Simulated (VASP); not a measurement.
CuI:

```xyz
2
Lattice="0.0000 2.8621 2.8621 2.8621 0.0000 2.8621 2.8621 2.8621 0.0000" Properties=species:S:1:pos:R:3 pbc="T T T"
I     2.8621    2.8621    2.8621
Cu    0.0000    0.0000    0.0000
```

Program: VASP 6.6.1. Alike in all runs: task single point; no spin polarisation; cell as given; k mesh 8 × 8 × 8; cutoff (eV) 520.

Problem. Order these runs on this cell by their pressure, lowest first.
A. level RPBE; potentials or basis VASP PAW PBE potentials, release 64 (I, Cu); smearing gaussian 0.1 eV
B. level LDA; potentials or basis VASP PAW LDA potentials, release 64 (I, Cu); smearing gaussian 0.05 eV
C. level PBE; potentials or basis VASP PAW PBE potentials, release 64 (I, Cu); smearing fermi-dirac 0.05 eV

Solution. B (-5.2 GPa), C (0.4 GPa), A (2.7 GPa).

Caveats: the PAW data sets were made with another functional, which shifts forces and pressure a little (some runs).
